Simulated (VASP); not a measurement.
Wanted: the native input for a VASP 6.6.1 run.

```
Task                   : single point
Functional             : PBE
Potentials or basis    : VASP PAW PBE potentials, release 64 (Zr_sv, B)
Cutoff                 : 500 eV
k mesh                 : 6 × 6 × 6
Occupations            : gaussian, width 0.1 eV
Spin                   : no spin polarisation
Dipole correction      : no
Further INCAR settings : ALGO = Normal; EDIFF = 1e-06; NBANDS = 14
```

The structure of ZrB lies in POSCAR:

```
ZrB
1.0
    1.8355125300     -1.9076612300      0.0000000000
    1.8355125300      1.9076612300      0.0000000000
    0.0000000000      0.0000000000      3.1098373700
Zr B
1 1
Direct
    0.5000000000      0.5000000000      0.5000000000
    0.5000000000      0.5000000000      0.0000000000
```

The cell was built from a structure type or drawn by symmetry, and may not be a known phase.

These files were run (other wordings do the same):

INCAR

```
PREC = Accurate ; ENCUT = 500
EDIFF = 1E-6 ; ISMEAR = 0
SIGMA = 0.1 ; LREAL = F
LASPH = T ; NELM = 120
ALGO = Normal ; ISIF = 2
LWAVE = F ; LCHARG = F
GGA = PE ; NBANDS = 14
GGA_COMPAT = F
```

KPOINTS

```
Automatic mesh
0
Gamma
  6 6 6
```

Potentials or basis: VASP PAW PBE potentials, release 64 (Zr_sv, B).

Run with:

```console
$ cat potpaw_PBE.64/Zr_sv/POTCAR potpaw_PBE.64/B/POTCAR > POTCAR
$ mpirun -np 1 vasp_std > vasp.out
```

It gave:

```yaml
Pressure: 164.0 GPa
Band_gap_on_the_k_mesh: zero (an odd number of electrons rules out a gap without spin polarisation)
```

Caveat: the k points lie up to 0.40 Å⁻¹ apart, too coarse for converged energies and pressures of a metal; atoms lie so close that the PAW spheres overlap strongly, which falsifies energies and pressures.

It took 21 s on 1 thread of AMD EPYC 7R13 (shared host), peak memory 0.1 GiB.
